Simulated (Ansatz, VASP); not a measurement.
# PdI in VASP and in Ansatz

```xyz
2
Lattice="3.5785 0.0000 0.0000 0.0000 3.5785 0.0000 0.0000 0.0000 3.5785" Properties=species:S:1:pos:R:3 pbc="T T T"
Pd    0.0000    0.0000    0.0000
I     1.7892    1.7892    1.7892
```

Change from the starting cell: volume scaled by 1, norm-conserving files.

Alike in both runs: task single point; functional PBE; k mesh 12 × 12 × 12; occupations fermi-dirac, width 0.05 eV; no spin polarisation.

|  | VASP | Ansatz |
| --- | --- | --- |
| version | VASP 6.6.1 | Ansatz 0.2.0 |
| potentials or method | VASP PAW PBE potentials, release 64 (Pd, I) | scalar-relativistic |
| plane-wave cutoff (eV) | 520 | 1116 |
| valence electrons in the cell | 17 | 25 |

|  | VASP | Ansatz | Ansatz less VASP |
| --- | --- | --- | --- |
| pressure (GPa) | -0.1 | 0.0 | +0.09 |

The functional is the same, so the differences come from potentials, cutoffs and numerics. VASP's potentials hold 17 valence electrons a cell and Ansatz's 25, so a difference there can come from the potentials and not from the codes.

Neither program's run includes spin-orbit coupling.
